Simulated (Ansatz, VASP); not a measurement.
**AlRu: VASP beside Ansatz**

INCAR

```
PREC = Accurate
ENCUT = 500
EDIFF = 1E-7
ISMEAR = 0
SIGMA = 0.1
LREAL = F
LASPH = T
NELM = 120
ALGO = Normal
ISIF = 3
LWAVE = F
LCHARG = F
GGA = CA
IBRION = 2
NSW = 100
EDIFFG = -0.002
GGA_COMPAT = F
NELMIN = 4
```

KPOINTS

```
regular mesh
0
Gamma
  14 14 14
```

File POSCAR:

```
AlRu
1.0
    2.9700000000      0.0000000000      0.0000000000
    0.0000000000      2.9700000000      0.0000000000
    0.0000000000      0.0000000000      2.9700000000
Ru Al
1 1
Direct
    0.0000000000      0.0000000000      0.0000000000
    0.5000000000      0.5000000000      0.5000000000
```

Input for Ansatz:

```yaml
crystal:
  lattice:
    - [2.97, 0.0, 0.0]
    - [0.0, 2.97, 0.0]
    - [0.0, 0.0, 2.97]
  atoms:
    - { symbol: Ru, position: [0.0, 0.0, 0.0] }
    - { symbol: Al, position: [0.5, 0.5, 0.5] }
basis:
  ecutwfc: 420
kpoints:
  mp_grid: { grid: [14, 14, 14] }
hamiltonian:
  xc: lda
  pseudopotentials: { kind: paw, azcp: { folder: soft_1 } }
scf:
  occupations: { method: gaussian, width: 0.1 }
output:
  forces: true
  stress: true
  eigenvalues: true
  write_density: true
  write_potential: true
  elf: true
  volumetric_format: npy
relax:
  adjacent_minimum: "off"
  f_tol: 0.002
  max_steps: 80
  cell: { stress_tol: 0.02 }
```

Alike in both runs: task relaxation of cell and atoms; functional LDA; k mesh 14 × 14 × 14; occupations gaussian, width 0.1 eV; no spin polarisation.

|  | VASP | Ansatz |
| --- | --- | --- |
| version | VASP 6.6.1 | Ansatz 0.2.0 |
| potentials or method | VASP PAW LDA potentials, release 64 (Ru_pv, Al), cutoff 500 eV | scalar-relativistic, plane waves, PAW |
| valence electrons in the cell | 17 | 19 |

|  | VASP | Ansatz | Ansatz less VASP |
| --- | --- | --- | --- |
| gap on the k mesh at the Fermi level, each at its own relaxed structure (eV) | none | none | - |
| relaxed volume (Å³/atom) | 12.92 | 12.89 | -0.035 |
| relaxed cell length with the largest relative difference (Å) | 2.957 | 2.954 | -0.0026 |

Ansatz warns that its potentials were made for another functional, while VASP's fit it. LDA's correlation is that of Perdew and Zunger in VASP and of Perdew and Wang (1992) in Ansatz. A gap of «none» marks a metal or a gap that the smearing closes. VASP's potentials hold 17 valence electrons a cell and Ansatz's 19, so a difference there can come from the potentials and not from the codes.
